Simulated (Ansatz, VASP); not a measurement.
# One calculation of YS, two programs

```xyz
2
Lattice="0.0000 2.6876 2.6876 2.6876 0.0000 2.6876 2.6876 2.6876 0.0000" Properties=species:S:1:pos:R:3 pbc="T T T"
Y     2.6876    2.6876    2.6876
S     0.0000    0.0000    0.0000
```

Change from the starting cell: volume scaled by 0.94.

Alike in both runs: task single point; functional LDA; k mesh 8 × 8 × 8; occupations fermi-dirac, width 0.01 eV; no spin polarisation.

|  | VASP | Ansatz |
| --- | --- | --- |
| version | VASP 6.6.1 | Ansatz 0.2.0 |
| potentials or method | VASP PAW LDA potentials, release 64 (Y_sv, S), cutoff 520 eV | all-electron LAPW, scalar-relativistic |

|  | VASP | Ansatz | Ansatz less VASP |
| --- | --- | --- | --- |
| pressure (GPa) | 2.9 | 2.9 | -0.04 |

LDA's correlation is that of Perdew and Zunger in VASP and of Perdew and Wang (1992) in Ansatz. Ansatz ran all-electron here, and VASP with PAW potentials.
